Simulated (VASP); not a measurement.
# LuGe3O (Pm-3m) in VASP: a series of runs, part 2 of 2

VASP 6.6.1.

**3. Single point, PBE**

This run uses another cell than the first one, of 19.04 Å³/atom, 1.091 times its volume.

INCAR reads:

```
SYSTEM = LuGe3O
PREC = Accurate
ENCUT = 520
EDIFF = 1E-7
ISMEAR = 0
SIGMA = 0.1
LREAL = .FALSE.
LASPH = .TRUE.
NELM = 100
ALGO = Normal
ISIF = 2
LWAVE = .FALSE.
LCHARG = .TRUE.
GGA = PE
LELF = .TRUE.
LVHAR = .TRUE.
NBANDS = 44
```

KPOINTS reads:

```
regular mesh
0
G
  4 4 4
  0 0 0
```

POSCAR reads:

```
LuGe3O
1.0
    4.5660219600      0.0000000000      0.0000000000
    0.0000000000      4.5660219600      0.0000000000
    0.0000000000      0.0000000000      4.5660219600
Lu Ge O
1 3 1
Direct
    0.5000000000      0.5000000000      0.5000000000
    0.5000000000      0.0000000000      0.0000000000
    0.0000000000      0.5000000000      0.0000000000
    0.0000000000      0.0000000000      0.5000000000
    0.0000000000      0.0000000000      0.0000000000
```

Potentials or basis: VASP PAW PBE potentials, release 64 (Lu, Ge_d, O).

Command:

```console
cat potpaw_PBE.64/Lu/POTCAR potpaw_PBE.64/Ge_d/POTCAR potpaw_PBE.64/O/POTCAR > POTCAR
mpirun -np 1 vasp_std > vasp.out
```

OUTCAR:

```text
SYSTEM = LuGe3O
   PREC = Accurate
   ENCUT = 520
   EDIFF = 1E-7
   ISMEAR = 0
   LREAL = .FALSE.
   LASPH = .TRUE.
   NELM = 100
   ISIF = 2
   GGA = PE

 ion  position               nearest neighbor table
   1  0.500  0.500  0.500-   2 3.23   3 3.23   4 3.23   2 3.23   3 3.23   2 3.23   4 3.23   2 3.23
                             3 3.23   4 3.23   3 3.23   4 3.23
   2  0.500  0.000  0.000-   5 2.28   5 2.28   1 3.23   1 3.23   1 3.23   1 3.23
   3  0.000  0.500  0.000-   5 2.28   5 2.28   1 3.23   1 3.23   1 3.23   1 3.23
[... 660 lines left out ...]
  -------------------------------------------------------------------------------------
  Total       -3.1303754     -3.1303754     -3.1303754      0.0000000     -0.0000000      0.0000000
  in kB      -52.6857313    -52.6857313    -52.6857313      0.0000000     -0.0000000      0.0000000
  external PRESSURE =     -52.6857313 kB  Pullay stress =       0.0000000 kB

 VOLUME and BASIS-vectors are now :
 -----------------------------------------------------------------------------
  energy-cutoff  :      520.00
  volume of cell :       95.19
      direct lattice vectors                 reciprocal lattice vectors
     4.566021960  0.000000000  0.000000000     0.219009021  0.000000000  0.000000000
     0.000000000  4.566021960  0.000000000     0.000000000  0.219009021  0.000000000
     0.000000000  0.000000000  4.566021960     0.000000000  0.000000000  0.219009021

 POSITION                                       TOTAL-FORCE (eV/Angst)
 -----------------------------------------------------------------------------------
      2.28301      2.28301      2.28301         0.000000      0.000000      0.000000
      2.28301      0.00000      0.00000         0.000000      0.000000      0.000000
      0.00000      2.28301      0.00000         0.000000      0.000000      0.000000
      0.00000      0.00000      2.28301         0.000000      0.000000      0.000000
      0.00000      0.00000      0.00000         0.000000      0.000000      0.000000
 -----------------------------------------------------------------------------------
    total drift:                                0.000000      0.000000      0.000000

  FREE ENERGIE OF THE ION-ELECTRON SYSTEM (eV)
  ---------------------------------------------------
  free  energy   TOTEN  =       -24.6774891174 eV

  energy  without entropy=      -24.6595991420  energy(sigma->0) =      -24.66854413
```

OSZICAR:

```text
N       E                     dE             d eps       ncg     rms          rms(c)
DAV:   1     0.656819011622E+03    0.65682E+03   -0.31507E+04  1164   0.504E+03
DAV:   2     0.107011489193E+03   -0.54981E+03   -0.53435E+03   936   0.918E+02
DAV:   3    -0.128501469487E+02   -0.11986E+03   -0.11701E+03   928   0.234E+02
DAV:   4    -0.257997753065E+02   -0.12950E+02   -0.12703E+02  1248   0.737E+01
DAV:   5    -0.264059339942E+02   -0.60616E+00   -0.59637E+00  1288   0.141E+01    0.965E+00
DAV:   6    -0.247814182476E+02    0.16245E+01   -0.11362E+01  1432   0.303E+01    0.465E+00
DAV:   7    -0.246921924642E+02    0.89226E-01   -0.25756E+00  1132   0.718E+00    0.258E+00
DAV:   8    -0.247502217259E+02   -0.58029E-01   -0.12548E+00  1244   0.421E+00    0.200E+00
DAV:   9    -0.246729457690E+02    0.77276E-01   -0.36123E-01  1288   0.275E+00    0.175E-01
DAV:  10    -0.246772976436E+02   -0.43519E-02   -0.40174E-02  1056   0.773E-01    0.114E-01
DAV:  11    -0.246774738029E+02   -0.17616E-03   -0.28822E-03  1364   0.281E-01    0.500E-02
DAV:  12    -0.246774957286E+02   -0.21926E-04   -0.24368E-04  1128   0.101E-01    0.284E-02
DAV:  13    -0.246774953454E+02    0.38325E-06   -0.24860E-05  1188   0.329E-02    0.210E-02
DAV:  14    -0.246774889516E+02    0.63938E-05   -0.22613E-05  1040   0.183E-02    0.395E-03
DAV:  15    -0.246774892341E+02   -0.28244E-06   -0.26733E-06   884   0.639E-03    0.193E-03
DAV:  16    -0.246774891333E+02    0.10073E-06   -0.51006E-07   956   0.323E-03    0.544E-04
DAV:  17    -0.246774891174E+02    0.15876E-07   -0.26763E-08   552   0.119E-03
   1 F= -.24677489E+02 E0= -.24668544E+02  d E =-.178900E-01
```

Run time: 34 s. Hardware: 1 thread of Intel Xeon 6975P-C (Granite Rapids), shared host; peak memory 0.22 GiB.

Results:

| Item | Value |
| --- | --- |
| Free energy | -24.6775 eV |
| Pressure | -5.3 GPa |

Caveat: spin-orbit coupling is left out, which moves the levels of the heavy elements; an odd number of electrons without spin polarisation forces a metal; a magnetic or distorted state may lie lower.

**4. Relaxation of cell and atoms, PBE**

This run uses another cell than the first one, of 19.04 Å³/atom, 1.091 times its volume.

INCAR reads:

```
SYSTEM = LuGe3O
ALGO = Normal ; EDIFF = 1E-6
EDIFFG = -0.04 ; ENCUT = 600
GGA = PE ; IBRION = 2
ISIF = 3 ; ISMEAR = 0
LASPH = .TRUE. ; LCHARG = .FALSE.
LREAL = .FALSE. ; LWAVE = .FALSE.
NELM = 100 ; NSW = 90
PREC = Accurate ; SIGMA = 0.1
```

KPOINTS reads:

```
k-points
0
G
  4 4 4
  0 0 0
```

POSCAR is that of step 3.

Command:

```console
cat potpaw_PBE.64/Lu/POTCAR potpaw_PBE.64/Ge_d/POTCAR potpaw_PBE.64/O/POTCAR > POTCAR
mpirun -np 1 vasp_std > vasp.out
```

Wall time 2.3 min (1 thread of AMD EPYC 7R43 (Zen 3), shared host); peak memory 0.22 GiB.

It converged, with:

```yaml
Free_energy: -24.8110 eV
Relaxed_volume: 17.52 Å³/atom
Relaxed_cell: a = 4.441 Å, b = 4.441 Å, c = 4.441 Å, α = 90.00°, β = 90.00°, γ = 90.00°
Space_group_after_relaxing_to_0.05_Å: Pm-3m (No. 221)
Energy_gained_by_relaxing: 26.2 meV/atom
Ionic_steps: 3
Pressure_after_relaxing: -0.1 GPa
```

Step by step:
| step | energy change (eV) | largest force (eV/Å) | pressure (GPa) | volume (Å³) |
| --- | --- | --- | --- | --- |
| 1 | 0.0000 | 0.0000 | -5.27 | 95.19 |
| 2 | -0.1295 | 0.0000 | 0.65 | 86.82 |
| 3 | -0.1310 | 0.0000 | -0.07 | 87.60 |

Final structure:
```
CELL_PARAMETERS angstrom
4.44125 0.00000 0.00000
0.00000 4.44125 0.00000
0.00000 0.00000 4.44125
ATOMIC_POSITIONS crystal
Lu 0.50000 0.50000 0.50000
Ge 0.50000 0.00000 0.00000
Ge 0.00000 0.50000 0.00000
Ge 0.00000 0.00000 0.50000
O 0.00000 0.00000 0.00000
```

Levels at points of the mesh, in eV from the Fermi level:
| k point | band 34 | band 35 | band 36 | band 37 | band 38 | band 39 |
| --- | --- | --- | --- | --- | --- | --- |
| (0.00, 0.00, 0.00) | 0.38 | 0.38 | 0.38 | 2.27 | 2.27 | 2.27 |
| (0.50, 0.00, 0.00) | -1.49 | -0.19 | -0.19 | -0.03 | -0.03 | 0.10 |
| (0.50, 0.50, 0.00) | -1.70 | -1.08 | -1.08 | 0.79 | 0.79 | 2.06 |
| (0.50, 0.50, 0.50) | -1.59 | -1.59 | -1.59 | 0.36 | 0.69 | 4.02 |

Caveat: spin-orbit coupling is left out, which moves the levels of the heavy elements; an odd number of electrons without spin polarisation forces a metal; a magnetic or distorted state may lie lower.

**5. Summary**

```csv
task,cell,cutoff (eV),gap on the mesh (eV),pressure (GPa)
single point,"a = 4.436 Å, 5 atoms",520,none,0.3
single point,"a = 4.566 Å, 5 atoms",520,none,-5.3
relaxation of cell and atoms,"relaxed from a = 4.566 Å, 5 atoms",600,none,-0.1
```

Alike in all rows: level PBE; potentials or basis VASP PAW PBE potentials, release 64 (Lu, Ge_d, O); no spin polarisation; k mesh 4 × 4 × 4; smearing gaussian 0.1 eV.

Caveats: spin-orbit coupling is left out, which moves the levels of the heavy elements; an odd number of electrons without spin polarisation forces a metal; a magnetic or distorted state may lie lower.

Absolute energies hang on the potentials; compare differences alone.
